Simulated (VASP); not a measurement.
Here is a VASP 6.6.1 calculation.

INCAR

```
SYSTEM = BaTiO3
ALGO = Normal
EDIFF = 1E-7
ENCUT = 520
GGA = RE
ISIF = 2
ISMEAR = -1
LASPH = .TRUE.
LCHARG = .TRUE.
LELF = .TRUE.
LREAL = .FALSE.
LVHAR = .TRUE.
LWAVE = .FALSE.
NBANDS = 28
NELM = 100
PREC = Accurate
SIGMA = 0.05
```

File KPOINTS:

```
k-points
0
G
  7 7 7
  0 0 0
```

File POSCAR:

```
BaTiO3
1.0
    3.9457420220      0.0000000000      0.0000000000
    0.0000000000      3.9457420220      0.0000000000
    0.0000000000      0.0000000000      3.9636960459
Ba Ti O
1 1 3
Direct
    0.0000000000      0.0000000000      0.0000000000
    0.5000000000      0.5000000000      0.4900000000
    0.0000000000      0.5000000000      0.5170000000
    0.5000000000      0.0000000000      0.5170000000
    0.5000000000      0.5000000000      0.0190000000
```

Potentials or basis: VASP PAW PBE potentials, release 64 (Ba_sv, Ti_sv, O).

Launch:

```bash
$ cat potpaw_PBE.64/Ba_sv/POTCAR potpaw_PBE.64/Ti_sv/POTCAR potpaw_PBE.64/O/POTCAR > POTCAR
$ mpirun -np 1 vasp_std > vasp.out
```

Question: Estimate the pressure.

Answer: 15.4 GPa.

Question: Predict the largest force.

Answer: 0.126 eV/Å.

Question: What does it give for the band gap on the k mesh?

Answer: 1.98 eV, indirect (least direct gap 2.14 eV).

Forces in eV/Å, atoms in the order of the input:
```
Ba   0.000  0.000  0.126
Ti   0.000  0.000  0.077
O    0.000  0.000 -0.104
O    0.000  0.000 -0.104
O    0.000  0.000  0.005
```

Caveat: the PAW data sets were made with another functional, which shifts forces and pressure a little; spin-orbit coupling is left out, which moves the levels of the heavy elements. A k mesh can miss the band edges.
